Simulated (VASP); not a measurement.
## Ga: relaxation of cell and atoms with PBEsol

Crystal: Ga.

```
CELL_PARAMETERS angstrom
1.38300 -4.02650 0.00000
1.38300 4.02650 0.00000
-0.11745 0.00000 3.32993
ATOMIC_POSITIONS crystal
Ga 0.13100 0.86900 0.75000
Ga 0.86900 0.13100 0.25000
```

```
Program                : VASP 6.6.1
Task                   : relaxation of cell and atoms
Functional             : PBEsol
Potentials or basis    : VASP PAW PBE potentials, release 64 (Ga_d)
Cutoff                 : 600 eV
k mesh                 : 10 × 10 × 8
Occupations            : fermi-dirac, width 0.05 eV
Spin                   : no spin polarisation
Target pressure        : 20 GPa
Dipole correction      : no
Further INCAR settings : ALGO = Fast; EDIFF = 1e-06; IBRION = 2; EDIFFG = -0.01; NSW = 60; ISIF = 3
```

The relaxed volume is 14.67 Å³/atom and the relaxed cell is a = 4.051 Å, b = 4.051 Å, c = 2.938 Å, α = 90.03°, β = 90.03°, γ = 142.50°. The space group after relaxing (to 0.1 Å) is Cmcm (No. 63), the energy change on relaxing (the run minimises the enthalpy) is +154.7 meV/atom and the ionic steps are 24. The pressure after relaxing is 20.0 GPa. The band gap on the k mesh is zero (bands 13 and 14 overlap by 11.09 eV).

Forces in eV/Å, atoms in the order of the input:
```
Ga   0.000 -0.003  0.000
Ga   0.000  0.003  0.000
```

The path:
| step | energy change (eV) | largest force (eV/Å) | pressure (GPa) | volume (Å³) |
| --- | --- | --- | --- | --- |
| 1 | 0.0000 | 0.1979 | -1.88 | 37.09 |
| 2 | 1.2661 | 0.2188 | 53.55 | 25.09 |
| 3 | 0.3010 | 0.2285 | 19.94 | 29.61 |
| 4 | 0.3180 | 0.2250 | 20.03 | 29.47 |
| 5 | 0.3358 | 0.2244 | 20.88 | 29.33 |
| 6 | 0.3314 | 0.0504 | 20.89 | 29.29 |
| 7 | 0.3325 | 0.1263 | 21.02 | 29.24 |
| 8 | 0.3483 | 0.4395 | 21.29 | 29.13 |
| 9 | 0.3352 | 0.2226 | 21.15 | 29.21 |
| 10 | 0.2871 | 0.1043 | 19.24 | 29.54 |
| 11 | 0.2820 | 0.0910 | 18.98 | 29.58 |
| 12 | 0.3108 | 0.0057 | 20.11 | 29.34 |
| 13 | 0.3087 | 0.0177 | 20.02 | 29.36 |
| 14 | 0.3098 | 0.0111 | 20.03 | 29.35 |
| 15 | 0.3108 | 0.0100 | 20.09 | 29.34 |
| 16 | 0.3070 | 0.0010 | 19.95 | 29.37 |
| 17 | 0.3042 | 0.0106 | 19.66 | 29.39 |
| 18 | 0.3055 | 0.0017 | 19.89 | 29.38 |
| 19 | 0.3049 | 0.0074 | 19.81 | 29.38 |
| 20 | 0.3071 | 0.0122 | 20.05 | 29.37 |
| 21 | 0.3074 | 0.0113 | 19.89 | 29.36 |
| 22 | 0.3081 | 0.0134 | 19.95 | 29.36 |
| 23 | 0.3093 | 0.0173 | 20.02 | 29.35 |
| 24 | 0.3093 | 0.0028 | 20.02 | 29.35 |

Final structure:
```xyz
2
Lattice="1.3019 -3.8357 0.0227 1.3019 3.8357 0.0227 -0.0566 0.0000 2.9376" Properties=species:S:1:pos:R:3 pbc="T T T"
Ga    1.2594    2.8094    2.2259
Ga    1.2877   -2.8094    0.7571
```

Levels at points of the mesh, in eV from the Fermi level:
```
           k point  band 9  band 10  band 11  band 12  band 13  band 14  band 15  band 16  band 17
(0.00, 0.00, 0.00)  -15.15   -14.94   -13.50    -3.58    -1.77     2.96     7.12    10.15    11.35
(0.50, 0.00, 0.00)  -15.04   -15.00    -7.18    -6.67    -2.58    -0.31     7.43     8.28    10.16
(0.50, 0.50, 0.00)  -15.08   -15.02   -11.23   -10.33     5.50     6.59     7.76     8.26     8.27
(0.00, 0.00, 0.50)  -15.04   -15.04    -8.87    -8.87     1.42     1.42     2.48     2.48    13.53
(0.50, 0.00, 0.50)  -14.98   -14.98    -3.31    -3.28    -1.71    -1.68     1.88     1.91     4.66
(0.50, 0.50, 0.50)  -15.14   -15.14    -6.54    -6.54    -5.59    -5.59    12.50    12.50    12.92
```

Wall time 26 min on 1 thread of Intel(R) Xeon(R) 6975P-C (Granite Rapids), with other jobs on the host, peak memory 0.32 GiB.

Caveat: the cell is relaxed towards a set pressure, so the run minimises the enthalpy, not the energy; the volume moved by over 15 % at a fixed basis, so the end points are rough; the PAW data sets were made with another functional, which shifts forces and pressure a little.
